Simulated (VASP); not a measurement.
# C (Fd-3m) in VASP: further runs, part 2 of 2

VASP 6.6.1. The steps go on from the part before.

### 4 Elastic constants, PBE

This run uses another cell than the first one, of 5.59 Å³/atom, 0.963 times its volume.

The input, INCAR:

```
SYSTEM = C
ALGO = Normal
EDIFF = 1E-8
ENCUT = 600
GGA = PE
IBRION = 6
ISIF = 3
ISMEAR = 0
LASPH = .TRUE.
LCHARG = .TRUE.
LREAL = .FALSE.
LWAVE = .FALSE.
NELM = 80
NFREE = 2
NSW = 1
POTIM = 0.015
PREC = Accurate
SIGMA = 0.01
```

The input, KPOINTS:

```
k-points
0
G
  12 12 12
  0 0 0
```

The input, POSCAR:

```
C
1.0
    0.0000000000      1.7751889319      1.7751889319
    1.7751889319      0.0000000000      1.7751889319
    1.7751889319      1.7751889319      0.0000000000
C
2
Direct
    0.5000000000      0.5000000000      0.5000000000
    0.7500000000      0.7500000000      0.7500000000
```

Potentials or basis: VASP PAW PBE potentials, release 64 (C).

Command:

```sh
> cat potpaw_PBE.64/C/POTCAR > POTCAR
> mpirun -np 1 vasp_std > vasp.out
```

OUTCAR:

```text
SYSTEM = C
   EDIFF = 1E-8
   ENCUT = 600
   GGA = PE
   IBRION = 6
   ISIF = 3
   ISMEAR = 0
   LASPH = .TRUE.
   LREAL = .FALSE.
   NELM = 80
   NFREE = 2
   NSW = 1
   POTIM = 0.015
   PREC = Accurate

 ion  position               nearest neighbor table
   1  0.500  0.500  0.500-   2 1.54   2 1.54   2 1.54   2 1.54
[... 989 lines left out ...]
             X         Y         Z           dx          dy          dz
      1.775189  1.775189  1.775189     0.000000   -0.707107    0.000000
      2.662783  2.662783  2.662783     0.000000    0.707107    0.000000
[... 21 lines left out ...]
   6 f  =    0.000000 THz     0.000000 2PiTHz    0.000000 cm-1     0.000000 meV
             X         Y         Z           dx          dy          dz
      1.775189  1.775189  1.775189     0.000000    0.000000    0.707107
      2.662783  2.662783  2.662783     0.000000    0.000000    0.707107

--------------------------------------------------------------------------------------------------------

 ELASTIC MODULI CONTR FROM IONIC RELAXATION (kBar)
 Direction    XX          YY          ZZ          XY          YZ          ZX
 --------------------------------------------------------------------------------
 XX           0.0000      0.0000      0.0000      0.0000      0.0000      0.0000
 YY           0.0000      0.0000      0.0000      0.0000      0.0000      0.0000
 ZZ           0.0000      0.0000      0.0000      0.0000      0.0000      0.0000
 XY           0.0000      0.0000      0.0000    -56.4253      0.0000      0.0000
 YZ           0.0000      0.0000      0.0000      0.0000    -56.4253      0.0000
 ZX           0.0000      0.0000      0.0000      0.0000      0.0000    -56.4253
 --------------------------------------------------------------------------------

 TOTAL ELASTIC MODULI (kBar)
 Direction    XX          YY          ZZ          XY          YZ          ZX
 --------------------------------------------------------------------------------
 XX       10827.1384   1396.3772   1396.3772     -0.0000     -0.0000      0.0000
 YY        1396.3772  10827.1384   1396.3772     -0.0000      0.0000      0.0000
 ZZ        1396.3772   1396.3772  10827.1384     -0.0000     -0.0000      0.0000
 XY          -0.0000     -0.0000     -0.0000   5826.5394      0.0000      0.0000
 YZ          -0.0000      0.0000     -0.0000      0.0000   5826.5394      0.0000
 ZX           0.0000      0.0000      0.0000      0.0000      0.0000   5826.5394
 --------------------------------------------------------------------------------
```

OSZICAR:

```text
N       E                     dE             d eps       ncg     rms          rms(c)
DAV:   1     0.243226618892E+01    0.24323E+01   -0.54608E+03  1176   0.108E+03
[... 142 lines left out ...]
DAV:   1    -0.181809721585E+02   -0.64992E-03   -0.13253E+00  4512   0.106E+01    0.253E-01
DAV:   2    -0.181807360574E+02    0.23610E-03   -0.66109E-03  6184   0.903E-01    0.149E-01
DAV:   3    -0.181803278676E+02    0.40819E-03   -0.12349E-03  5168   0.322E-01    0.163E-02
DAV:   4    -0.181803249382E+02    0.29294E-05   -0.51174E-05  5056   0.805E-02    0.952E-03
DAV:   5    -0.181803222367E+02    0.27014E-05   -0.86903E-06  6264   0.259E-02    0.910E-04
DAV:   6    -0.181803222589E+02   -0.22132E-07   -0.37696E-07  4720   0.681E-03    0.437E-04
DAV:   7    -0.181803222564E+02    0.25258E-08   -0.10677E-08  3424   0.108E-03
  15 F= -.18180322E+02 E0= -.18180322E+02  d E =-.111531E-36
```

stdout:

```text
POSCAR found type information on POSCAR C
 POSCAR found :  1 types and       2 ions
 scaLAPACK will be used
 LDA part: xc-table for (Slater+PW92), standard interpolation
 POSCAR, INCAR and KPOINTS ok, starting setup
 FFT: planning ... GRIDC
 FFT: planning ... GRID_SOFT
 FFT: planning ... GRID
 WAVECAR not read
 entering main loop
 Found     1 degrees of freedom:
 Adding 6 more for cell shape distortion
 Finite differences POTIM= 0.01500 DOF=   7
 bond charge predicted
 Finite differences progress:
 bond charge predicted
 Finite differences progress:
 bond charge predicted
 Finite differences progress:
 bond charge predicted
 Finite differences progress:
 bond charge predicted
 Finite differences progress:
 bond charge predicted
 Finite differences progress:
 bond charge predicted
 Finite differences progress:
 bond charge predicted
 Finite differences progress:
 bond charge predicted
 Finite differences progress:
 bond charge predicted
 Finite differences progress:
 bond charge predicted
 Finite differences progress:
 bond charge predicted
 Finite differences progress:
 bond charge predicted
 Finite differences progress:
 bond charge predicted
 Finite differences progress:
```

It took 3.2 min on 1 thread of Intel Xeon Platinum 8259CL at 2.50GHz (Skylake/Cascade Lake), shared host; peak memory 0.19 GiB.

What came out:

| Property | Result |
| --- | --- |
| Elastic constants C11, C12, C44 | 1083, 140, 583 GPa |
| Voigt bulk modulus | 454 GPa |
| Highest phonon frequency at Γ | 1316 cm⁻¹ |

Phonon frequencies in cm⁻¹ (negative: imaginary):
| q point | frequencies |
| --- | --- |
| (0.000, 0.000, 0.000) | 0 0 0 1316 1316 1316 |

Elastic tensor in Voigt notation (GPa, in the Cartesian axes of the cell as first typed):
```
1083  140  140    0    0    0
 140 1083  140    0    0    0
 140  140 1083    0    0    0
   0    0    0  583    0    0
   0    0    0    0  583    0
   0    0    0    0    0  583
```

Clamped-ion elastic tensor (GPa):
```
1083  140  140    0    0    0
 140 1083  140    0    0    0
 140  140 1083    0    0    0
   0    0    0  588    0    0
   0    0    0    0  588    0
   0    0    0    0    0  588
```

Caveat: the cell is under stress, which shifts elastic constants.

### 5 Elastic constants, PBE

This run uses another cell than the first one, of 5.66 Å³/atom, 0.974 times its volume.

The input, INCAR:

```
  PREC = Accurate
  ENCUT = 600
  EDIFF = 1E-8
  ISMEAR = 0
  SIGMA = 0.01
  LREAL = F
  LASPH = T
  NELM = 60
  ALGO = Normal
  ISIF = 3
  LWAVE = F
  LCHARG = F
  GGA = PE
  IBRION = 6
  NFREE = 2
  POTIM = 0.015
  NSW = 1
```

The input, KPOINTS:

```
Automatic mesh
0
Gamma
  12 12 12
```

The input, POSCAR:

```
C
1.0
    0.0000000000      1.7817341148      1.7817341148
    1.7817341148      0.0000000000      1.7817341148
    1.7817341148      1.7817341148      0.0000000000
C
2
Direct
    0.5000000000      0.5000000000      0.5000000000
    0.7500000000      0.7500000000      0.7500000000
```

Command:

```sh
> cat potpaw_PBE.64/C/POTCAR > POTCAR
> mpirun -np 1 vasp_std > vasp.out
```

Run time: 3.2 min. Hardware: 1 thread of Intel Xeon Platinum 8259CL at 2.50GHz (Skylake/Cascade Lake), shared host; peak memory 0.19 GiB.

It converged, with:

* Elastic constants C11, C12, C44: 1062, 130, 568 GPa
* Voigt bulk modulus: 441 GPa
* Highest phonon frequency at Γ: 1302 cm⁻¹

Phonon frequencies in cm⁻¹ (negative: imaginary):
| q point | frequencies |
| --- | --- |
| (0.000, 0.000, 0.000) | 0 0 0 1302 1302 1302 |

Elastic tensor in Voigt notation (GPa, in the Cartesian axes of the cell as first typed):
```
1062  130  130    0    0    0
 130 1062  130    0    0    0
 130  130 1062    0    0    0
   0    0    0  568    0    0
   0    0    0    0  568    0
   0    0    0    0    0  568
```

Clamped-ion elastic tensor (GPa):
```
1062  130  130    0    0    0
 130 1062  130    0    0    0
 130  130 1062    0    0    0
   0    0    0  572    0    0
   0    0    0    0  572    0
   0    0    0    0    0  572
```

Caveat: the cell is under stress, which shifts elastic constants.
